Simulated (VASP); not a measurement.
Set up this calculation in VASP 6.6.1, as the native input.

* Task: relaxation of shape and atoms at fixed volume
* Functional: PBE
* Potentials or basis: VASP PAW PBE potentials, release 64 (Te)
* Cutoff: 600 eV
* k mesh: 15 × 15 × 13
* Occupations: fermi-dirac, width 0.1 eV
* Spin: no spin polarisation
* Dipole correction: no
* Further INCAR settings: ALGO = Normal; EDIFF = 1e-07; IBRION = 2; EDIFFG = -0.005; NSW = 50; ISIF = 4

The structure of Te lies in POSCAR:

```
Te
1.0
    3.1450056959      0.0000000000      0.0000000000
   -1.5725028479      2.7236548277      0.0000000000
    0.0000000000      0.0000000000      2.9065365746
Te
1
Direct
    0.0000000000      0.0000000000      0.0000000000
```

This isn't the form of Te at room conditions, which is trigonal, of chains.

These files were run (other wordings do the same):

INCAR

```
PREC = Accurate
ENCUT = 600
EDIFF = 1E-7
ISMEAR = -1
SIGMA = 0.1
LREAL = F
LASPH = T
NELM = 60
ALGO = Normal
ISIF = 4
LWAVE = F
LCHARG = F
GGA = PE
IBRION = 2
NSW = 50
EDIFFG = -0.005
```

KPOINTS

```
Automatic mesh
0
Gamma
  15 15 13
```

Potentials or basis: VASP PAW PBE potentials, release 64 (Te).

Launch:

```bash
$ cat potpaw_PBE.64/Te/POTCAR > POTCAR
$ mpirun -np 1 vasp_std > vasp.out
```

It gave:

```json
{"Energy gained by relaxing": "2.7 meV/atom", "Ionic steps": "3", "Pressure after relaxing": "19.0 GPa", "Band gap on the k mesh": "zero (bands 3 and 4 overlap by 8.69 eV)"}
```

Caveat: spin-orbit coupling is left out, which moves the levels of the heavy elements.

Wall time 39 s on 1 thread of Intel(R) Xeon(R) Platinum 8488C (Sapphire Rapids), on a shared host, peak memory 0.18 GiB.
